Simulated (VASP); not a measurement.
# SiO2 (I-42d) in VASP: settings compared

The runs below take SiO2 through single point, relaxation of cell and atoms, with r2SCAN, PBEsol.

Everything below comes from runs of VASP 6.6.1. Logs are shortened: lines on timing, memory, paths and dates and some standing lists are left out, and cuts for length are marked.

## Step 1: The cell of the first run

Symmetry: I-42d, No. 122, tetragonal system. Conventional cell: a = 4.748 Å, b = 4.748 Å, c = 7.488 Å, α = 90.00°, β = 90.00°, γ = 90.00°. Si (site symmetry -4) has 4 O at 1.62 Å within 2.2 Å. Within 2.2 Å of O (site symmetry 2) lie 2 Si at 1.62 Å.

## Step 2: Single point, r2SCAN

The input, POSCAR:

```
SiO2
1.0
   -2.3740500000      2.3740500000      3.7440000000
    2.3740500000     -2.3740500000      3.7440000000
    2.3740500000      2.3740500000     -3.7440000000
Si O
2 4
Direct
    0.0000000000      0.0000000000      0.0000000000
    0.7500000000      0.2500000000      0.5000000000
    0.9983800000      0.6250000000      0.8733800000
    0.3750000000      0.2483800000      0.3733800000
    0.7516200000      0.1250000000      0.1266200000
    0.8750000000      0.0016200000      0.6266200000
```

The input, INCAR.step1:

```
SYSTEM = SiO2
PREC = Accurate ; ENCUT = 520
ISMEAR = 0 ; SIGMA = 0.02
LREAL = .FALSE. ; LASPH = .TRUE.
NELM = 60 ; NBANDS = 25
GGA = PE ; ALGO = Normal
EDIFF = 1E-4 ; LWAVE = .TRUE.
LCHARG = .FALSE.
```

The input, INCAR.step2:

```
SYSTEM = SiO2
PREC = Accurate ; ENCUT = 520
EDIFF = 1E-6 ; ISMEAR = 0
SIGMA = 0.02 ; LREAL = .FALSE.
LASPH = .TRUE. ; NELM = 60
ALGO = Normal ; ISIF = 2
LWAVE = .FALSE. ; LCHARG = .FALSE.
METAGGA = R2SCAN ; LMIXTAU = .TRUE.
NBANDS = 25 ; ISTART = 1
```

The input, KPOINTS:

```
Automatic mesh
0
G
  8 8 8
  0 0 0
```

Potentials or basis: VASP PAW PBE potentials, release 64 (Si, O).

Started as:

```
cat potpaw_PBE.64/Si/POTCAR potpaw_PBE.64/O/POTCAR > POTCAR
cp INCAR.step1 INCAR
mpirun -np 1 vasp_std > vasp.out
cp INCAR.step2 INCAR
mpirun -np 1 vasp_std > vasp.out
```

OUTCAR:

```text
SYSTEM = SiO2
   PREC = Accurate
   ENCUT = 520
   EDIFF = 1E-6
   ISMEAR = 0
   LREAL = .FALSE.
   LASPH = .TRUE.
   NELM = 60
   ISIF = 2
   METAGGA = R2SCAN
   ISTART = 1

 ion  position               nearest neighbor table
   1  0.000  0.000  0.000-   3 1.62   4 1.62   5 1.62   6 1.62   2 3.02   2 3.02   2 3.02   2 3.02

   2  0.750  0.250  0.500-   3 1.62   4 1.62   5 1.62   6 1.62   1 3.02   1 3.02   1 3.02   1 3.02

   3  0.998  0.625  0.873-   1 1.62   2 1.62
   4  0.375  0.248  0.373-   1 1.62   2 1.62
   5  0.752  0.125  0.127-   1 1.62   2 1.62
   6  0.875  0.002  0.627-   1 1.62   2 1.62

  LATTYP: Found a body centered tetragonal cell.
 ALAT       =     4.7481000000
 C/A-ratio  =     1.5770518734

  Lattice vectors:

 A1 = (  -2.3740500000,   2.3740500000,   3.7440000000)
 A2 = (   2.3740500000,  -2.3740500000,   3.7440000000)
 A3 = (   2.3740500000,   2.3740500000,  -3.7440000000)

Analysis of symmetry for initial positions (statically):
=====================================================================
 Subroutine PRICEL returns:
 Original cell was already a primitive cell.

 Routine SETGRP: Setting up the symmetry group for a
 body centered tetragonal supercell.

 Subroutine GETGRP returns: Found  8 space group operations
 (whereof  4 operations were pure point group operations)
 out of a pool of 16 trial point group operations.

The static configuration has the point symmetry S_4 .
 The point group associated with its full space group is D_2d.

Analysis of symmetry for dynamics (positions and initial velocities):
=====================================================================
 Subroutine PRICEL returns:
 Original cell was already a primitive cell.

 Routine SETGRP: Setting up the symmetry group for a
 body centered tetragonal supercell.

 Subroutine GETGRP returns: Found  8 space group operations
 (whereof  4 operations were pure point group operations)
 out of a pool of 16 trial point group operations.

The dynamic configuration has the point symmetry S_4 .
 The point group associated with its full space group is D_2d.

 Subroutine INISYM returns: Found  8 space group operations
 (whereof  4 operations are pure point group operations),
 and found     1 'primitive' translations

----------------------------------------------------------------------------------------

                                     Primitive cell

  volume of cell :      84.4064

  direct lattice vectors                    reciprocal lattice vectors
    -2.374050000  2.374050000  3.744000000     0.000000000  0.210610560  0.133547009
     2.374050000 -2.374050000  3.744000000     0.210610560  0.000000000  0.133547009
     2.374050000  2.374050000 -3.744000000     0.210610560  0.210610560  0.000000000

  length of vectors
     5.028892801  5.028892801  5.028892801     0.249382460  0.249382460  0.297848310

  position of ions in fractional coordinates (direct lattice)
     0.000000000  0.000000000  0.000000000
     0.750000000  0.250000000  0.500000000
     0.998380000  0.625000000  0.873380000
     0.375000000  0.248380000  0.373380000
     0.751620000  0.125000000  0.126620000
     0.875000000  0.001620000  0.626620000

  ion indices of the primitive-cell ions
   primitive index   ion index
                 1           1
                 2           2
                 3           3
                 4           4
                 5           5
                 6           6

----------------------------------------------------------------------------------------

 KPOINTS: Automatic mesh

Automatic generation of k-mesh.
 Grid dimensions read from file:
 generate k-points for:    8    8    8

 Generating k-lattice:

  Cartesian coordinates                     Fractional coordinates (reciprocal lattice)
     0.000000000  0.026326320  0.016693376     0.125000000 -0.000000000  0.000000000
     0.026326320  0.000000000  0.016693376    -0.000000000  0.125000000  0.000000000
     0.026326320  0.026326320  0.000000000     0.000000000  0.000000000  0.125000000

  Length of vectors
     0.031172808  0.031172808  0.037231039

  Shift w.r.t. Gamma in fractional coordinates (k-lattice)
     0.000000000  0.000000000  0.000000000

 Subroutine IBZKPT returns following result:
 ===========================================

 Found     59 irreducible k-points:

 Following reciprocal coordinates:
            Coordinates               Weight
  0.000000  0.000000  0.000000      1.000000
  0.125000  0.000000  0.000000      8.000000
  0.250000  0.000000  0.000000      8.000000
  0.375000  0.000000  0.000000      8.000000
  0.500000  0.000000  0.000000      4.000000
  0.125000  0.125000  0.000000      8.000000
[... 16 lines left out ...]
  0.250000  0.125000  0.125000     16.000000
  0.375000  0.125000  0.125000      8.000000
 [... further k-points ...]
   k-points           NKPTS =     59   k-points in BZ     NKDIM =     59   number of bands    NBANDS=     25
   number of dos      NEDOS =    301   number of ions     NIONS =      6
   total plane-waves  NPLWV =  64000
   dimension x,y,z NGX =    40 NGY =   40 NGZ =   40
   dimension x,y,z NGXF=    80 NGYF=   80 NGZF=   80
   ions per type =               2   4
   NGX,Y,Z   is equivalent  to a cutoff of  13.22, 13.22, 13.22 a.u.
   NGXF,Y,Z  is equivalent  to a cutoff of  26.45, 26.45, 26.45 a.u.
 SYSTEM =  SiO2
   PREC   = accura    normal or accurate (medium, high low for compatibility)
   ISTART =      1    job   : 0-new  1-cont  2-samecut
   ICHARG =      0    charge: 1-file 2-atom 10-const
   ISPIN  =      1    spin polarized calculation?
   LNONCOLLINEAR =      F non collinear calculations
   LSORBIT =      F    spin-orbit coupling
   LASPH  =      T    aspherical Exc in radial PAW
   ENCUT  =  520.0 eV  38.22 Ry    6.18 a.u.   9.35  9.35  9.35*2*pi/ulx,y,z
   NELM   =     60;   NELMIN=  2; NELMDL=  0     # of ELM steps
   EDIFF  = 0.1E-05   stopping-criterion for ELM
   LREAL  =      F    real-space projection
   EDIFFG = 0.1E-04   stopping-criterion for IOM
   NSW    =      0    number of steps for IOM
   IBRION =     -1    ionic relax: 0-MD 1-quasi-New 2-CG
   NFREE  =      0    steps in history (QN), initial steepest desc. (CG)
   ISIF   =      2    stress and relaxation
   ISYM   =      2    0-nonsym 1-usesym 2-fastsym
   POTIM  = 0.5000    time-step for ionic-motion
   TEBEG  =    0.0;   TEEND  =   0.0 temperature during run
   PSTRESS=    0.0 pullay stress
   NELECT =      32.0000    total number of electrons
   NUPDOWN=      -1.0000    fix difference up-down
   EMIN   =  10.00;   EMAX   =-10.00  energy-range for DOS
   EFERMI =   0.00;   METHOD = LEGACY
   ISMEAR =     0;   SIGMA  =   0.02  broadening in eV -4-tet -1-fermi 0-gaus
   EFERMI_NEDOS =   21; number of points for ismear=-14 and -15
   IALGO  =     38    algorithm
   IMIX   =      4    mixing-type and parameters
     AMIX     =   0.40;   BMIX     =  1.00
     AMIX_MAG =   1.60;   BMIX_MAG =  1.00
  volume/ion in A,a.u.               =      14.07        94.93
  Fermi-wavevector in a.u.,A,eV,Ry     =   1.184858  2.239057 19.101062  1.403888
  Thomas-Fermi vector in A             =   2.321064
   LORBIT       =      0    0 simple, 1 ext, 2 COOP (PROOUT), +10 PAW based schemes
   METAGGA = R2SCAN    functional components
   LHFCALC =     F    Hartree Fock is set to
   AEXX    =    0.0000 exact exchange contribution
   IVDW    =     0    specifies the selected vdW correction
   LEPSILON=     F    determine dielectric tensor
   LRPA    =     F    only Hartree local field effects (RPA)
 non-spin polarized calculation
 Gauss-broadening in eV      SIGMA  =   0.02
  energy-cutoff  :      520.00
  volume of cell :       84.41
 maximum number of plane-waves:      2317
 NGX is ok and might be reduce to    40
   NGX = 19   NGY = 19   NGZ = 19

 number of electron      32.0000012 magnetization

 Free energy of the ion-electron system (eV)
  ---------------------------------------------------
  ext. energy  EPLUGINS =         0.00000000
  ---------------------------------------------------
  free energy    TOTEN  =       -59.53116506 eV

  energy without entropy =      -59.53116506  energy(sigma->0) =      -59.53116506

 E-fermi :  -0.4206     XC(G=0):  -8.9990

 val. band max:       -0.5804342077   @ k =   0.0000   0.0000   0.0000
 cond. band min:       6.1141473643   @ k =   0.0000   0.0000   0.0000
 fundamental gap:      6.6945815719
 Fermi energy:        -0.4205805199

 k-point     1 :       0.0000    0.0000    0.0000
  band No.  band energies     occupation
      1     -20.6637      2.00000
      2     -18.5862      2.00000
      3     -18.5658      2.00000
      4     -18.5658      2.00000
      5      -9.4497      2.00000
      6      -5.9252      2.00000
[... 17 lines left out ...]
     24      14.0058      0.00000
     25      14.2714      0.00000

 k-point     2 :       0.1250    0.0000    0.0000
  band No.  band energies     occupation
      1     -20.6140      2.00000
      2     -18.6523      2.00000
      3     -18.5849      2.00000
      4     -18.5653      2.00000
      5      -9.3388      2.00000
      6      -5.9683      2.00000
[... 17 lines left out ...]
     24      13.7983      0.00000
     25      14.3035      0.00000

 k-point     3 :       0.2500    0.0000    0.0000
  band No.  band energies     occupation
      1     -20.4767      2.00000
      2     -18.8549      2.00000
      3     -18.5984      2.00000
      4     -18.5697      2.00000
      5      -9.0482      2.00000
      6      -6.1233      2.00000
[... 17 lines left out ...]
     24      13.6205      0.00000
     25      14.3216      0.00000

 k-point     4 :       0.3750    0.0000    0.0000
  band No.  band energies     occupation
      1     -20.2981      2.00000
      2     -19.0979      2.00000
      3     -18.6073      2.00000
      4     -18.5779      2.00000
      5      -8.7081      2.00000
      6      -6.3275      2.00000
[... 17 lines left out ...]
     24      13.3781      0.00000
     25      14.5958      0.00000

 k-point     5 :       0.5000    0.0000    0.0000
  band No.  band energies     occupation
      1     -20.2000      2.00000
      2     -19.2221      2.00000
      3     -18.6101      2.00000
      4     -18.5820      2.00000
      5      -8.5434      2.00000
      6      -6.4342      2.00000
[... 17 lines left out ...]
     24      13.4966      0.00000
     25      14.2606      0.00000

 k-point     6 :       0.1250    0.1250    0.0000
  band No.  band energies     occupation
      1     -20.5353      2.00000
      2     -18.7704      2.00000
      3     -18.5821      2.00000
      4     -18.5799      2.00000
      5      -9.1605      2.00000
      6      -6.0811      2.00000
[... 17 lines left out ...]
     24      13.6799      0.00000
     25      14.5170      0.00000
[... 393 lines left out ...]
 k-point    21 :       0.5000    0.5000    0.0000
  band No.  band energies     occupation
      1     -19.7097      2.00000
      2     -19.7097      2.00000
      3     -18.6336      2.00000
      4     -18.6336      2.00000
      5      -7.6534      2.00000
      6      -7.6534      2.00000
[... 17 lines left out ...]
     24      12.3667      0.00000
     25      13.9586      0.00000

 k-point    22 :       0.1250    0.1250    0.1250
  band No.  band energies     occupation
      1     -20.3490      2.00000
      2     -19.0038      2.00000
      3     -18.6043      2.00000
      4     -18.6027      2.00000
      5      -8.8035      2.00000
      6      -6.4684      2.00000
[... 17 lines left out ...]
     24      13.1139      0.00000
     25      14.1594      0.00000

 k-point    23 :       0.2500    0.1250    0.1250
  band No.  band energies     occupation
      1     -20.1674      2.00000
      2     -19.2294      2.00000
      3     -18.6174      2.00000
      4     -18.6105      2.00000
      5      -8.4627      2.00000
      6      -6.7247      2.00000
[... 17 lines left out ...]
     24      13.3239      0.00000
     25      14.1909      0.00000

 k-point    24 :       0.3750    0.1250    0.1250
  band No.  band energies     occupation
      1     -20.0602      2.00000
      2     -19.3551      2.00000
      3     -18.6194      2.00000
      4     -18.6166      2.00000
      5      -8.2798      2.00000
      6      -6.8708      2.00000
[... 17 lines left out ...]
     24      13.5467      0.00000
     25      14.3760      0.00000

 [... further k-points ...]

------------------------ aborting loop because EDIFF is reached ----------------------------------------

  FORCE on cell =-STRESS in cart. coord.  units (eV):
  Direction    XX          YY          ZZ          XY          YZ          ZX
  --------------------------------------------------------------------------------------
  -------------------------------------------------------------------------------------
  Total       -0.2288553     -0.2288553     -1.2586165      0.0000000      0.0000000      0.0000000
  in kB       -4.3440614     -4.3440614    -23.8906762      0.0000000      0.0000000      0.0000000
  external PRESSURE =     -10.8595997 kB  Pullay stress =       0.0000000 kB

 VOLUME and BASIS-vectors are now :
 -----------------------------------------------------------------------------
  energy-cutoff  :      520.00
  volume of cell :       84.41
      direct lattice vectors                 reciprocal lattice vectors
    -2.374050000  2.374050000  3.744000000     0.000000000  0.210610560  0.133547009
     2.374050000 -2.374050000  3.744000000     0.210610560  0.000000000  0.133547009
     2.374050000  2.374050000 -3.744000000     0.210610560  0.210610560  0.000000000

 POSITION                                       TOTAL-FORCE (eV/Angst)
 -----------------------------------------------------------------------------------
      0.00000      0.00000      0.00000         0.000000     -0.000000     -0.000000
      0.00000      2.37405      1.87200         0.000000     -0.000000      0.000000
      1.18702      2.95987      2.80800         0.000000     -0.187055     -0.000000
      0.58582      1.18702      0.93600        -0.187055     -0.000000     -0.000000
     -1.18702      1.78823      2.80800         0.000000      0.187055     -0.000000
     -0.58582      3.56107      0.93600         0.187055     -0.000000     -0.000000
 -----------------------------------------------------------------------------------
    total drift:                                0.000011      0.000011     -0.000002

  FREE ENERGIE OF THE ION-ELECTRON SYSTEM (eV)
  ---------------------------------------------------
  free  energy   TOTEN  =       -59.5311650613 eV

  energy  without entropy=      -59.5311650613  energy(sigma->0) =      -59.53116506
```

Wall time 23 min (1 thread of AMD EPYC 7R13, shared host); peak memory 0.27 GiB.

Results:

```yaml
Free_energy: -59.5312 eV
Pressure: -1.1 GPa
Largest_force: 0.187 eV/Å
Band_gap_on_the_k_mesh: 6.69 eV, direct
```

Forces in eV/Å, atoms in the order of the input:
```
Si   0.000  0.000  0.000
Si   0.000  0.000  0.000
O    0.000 -0.187  0.000
O   -0.187  0.000  0.000
O    0.000  0.187  0.000
O    0.187  0.000  0.000
```

Levels at points of the mesh, in eV from the valence-band top:
```csv
k point,band 12,band 13,band 14,band 15,band 16,band 17,band 18,band 19,band 20,band 21
"(0.00, 0.00, 0.00)",-1.37,-1.35,-1.04,0.00,0.00,6.69,9.51,12.32,12.32,12.38
"(0.50, 0.00, 0.00)",-1.47,-1.29,-0.69,-0.29,-0.18,9.22,9.93,10.85,11.13,12.17
"(0.50, 0.50, 0.00)",-1.91,-0.76,-0.76,-0.24,-0.24,10.27,10.27,11.12,11.12,12.22
"(0.50, 0.50, 0.50)",-1.94,-1.52,-1.52,-0.11,-0.11,9.77,9.77,10.55,10.55,13.30
```

Caveat: the PAW data sets were made with another functional, which shifts forces and pressure a little. A k mesh can miss the band edges.

## Step 3: Relaxation of cell and atoms, PBEsol

The input, INCAR:

```
SYSTEM = SiO2
PREC = Accurate
ENCUT = 600
EDIFF = 1E-6
ISMEAR = 0
SIGMA = 0.02
LREAL = .FALSE.
LASPH = .TRUE.
NELM = 60
ALGO = Normal
ISIF = 3
LWAVE = .FALSE.
LCHARG = .FALSE.
GGA = PS
IBRION = 2
NSW = 80
EDIFFG = -0.01
```

KPOINTS is that of step 2.

POSCAR is that of step 2.

Potentials or basis: VASP PAW PBE potentials, release 64 (Si, O).

Started as:

```
cat potpaw_PBE.64/Si/POTCAR potpaw_PBE.64/O/POTCAR > POTCAR
mpirun -np 1 vasp_std > vasp.out
```

Run time: 9.5 min. Hardware: 1 thread of Intel Xeon Platinum 8488C (Sapphire Rapids), shared host; peak memory 0.28 GiB.

Results (log left out):

```
Free energy                            : -49.3633 eV
Relaxed volume                         : 15.28 Å³/atom
Relaxed cell                           : a = 5.096 Å, b = 5.096 Å, c = 5.096 Å, α = 121.28°, β = 121.28°, γ = 87.80°
Space group after relaxing (to 0.05 Å) : I-42d (No. 122)
Energy gained by relaxing              : 8.6 meV/atom
Ionic steps                            : 10
Pressure after relaxing                : -0.1 GPa
Largest force after relaxing           : 0.003 eV/Å
Band gap on the k mesh                 : 5.79 eV, direct
```

Forces in eV/Å, atoms in the order of the input:
```
Si   0.000  0.000  0.000
Si   0.000  0.000  0.000
O    0.000 -0.003  0.000
O   -0.003  0.000  0.000
O    0.000  0.003  0.000
O    0.003  0.000  0.000
```

The path:
```
step  energy change (eV)  largest force (eV/Å)  pressure (GPa)  volume (Å³)
   1              0.0000                0.0218            1.44        84.41
   2             -0.0034                0.2269           -1.64        85.96
   3             -0.0058                0.1298           -0.45        85.34
   4             -0.0133                0.1259           -0.31        85.55
   5             -0.0262                0.1122            0.09        86.13
   6             -0.0274                0.1061            0.22        86.35
   7             -0.0325                0.0865            0.25        86.91
   8             -0.0439                0.0420            0.29        88.58
   9             -0.0513                0.0024           -0.10        91.99
  10             -0.0514                0.0035           -0.05        91.71
```

Final structure:
```
Si O
1.0
    -2.49878    2.49878    3.67199
     2.49878   -2.49878    3.67199
     2.49878    2.49878   -3.67199
Si O
2 4
Direct
  0.00000 0.00000 0.00000
  0.75000 0.25000 0.50000
  0.96943 0.62500 0.84443
  0.37500 0.21943 0.34443
  0.78057 0.12500 0.15557
  0.87500 0.03057 0.65557
```

Levels at points of the mesh, in eV from the valence-band top:
| k point | band 14 | band 15 | band 16 | band 17 | band 18 | band 19 |
| --- | --- | --- | --- | --- | --- | --- |
| (0.00, 0.00, 0.00) | -0.66 | 0.00 | 0.00 | 5.79 | 8.63 | 10.31 |
| (0.50, 0.00, 0.00) | -0.79 | -0.51 | -0.14 | 8.00 | 8.89 | 9.57 |
| (0.50, 0.50, 0.00) | -0.99 | -0.35 | -0.35 | 8.96 | 8.96 | 10.02 |
| (0.50, 0.50, 0.50) | -1.46 | -0.34 | -0.34 | 8.77 | 8.77 | 10.12 |

Caveat: the PAW data sets were made with another functional, which shifts forces and pressure a little.
